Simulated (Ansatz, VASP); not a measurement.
BN: VASP beside Ansatz

```
B N
1.0
     0.00000    1.74583    1.74583
     1.74583    0.00000    1.74583
     1.74583    1.74583    0.00000
B N
1 1
Direct
  0.00000 0.00000 0.00000
  0.50000 0.50000 0.50000
```

Alike in both runs: task single point; functional PBE-based screened hybrid; k mesh 6 × 6 × 6; no spin polarisation.

|  | VASP | Ansatz |
| --- | --- | --- |
| version | VASP 6.6.1 | Ansatz 0.2.0 |
| potentials or method | VASP PAW PBE potentials, release 64 (B, N) | plane waves |
| plane-wave cutoff (eV) | 520 | 420 |
| occupations | gaussian, width 0.01 eV | fixed |
| valence electrons in the cell | 8 | 8 |

|  | VASP | Ansatz | Ansatz less VASP |
| --- | --- | --- | --- |
| gap on the k mesh at the Fermi level (eV) | 5.69 | 5.72 | +0.037 |

VASP's potentials were made for PBE, not for PBE-based screened hybrid. Ansatz's warnings: stress exchange threshold loose, stress scf threshold loose.

The k mesh is coarse, so the values compare programs but aren't converged.
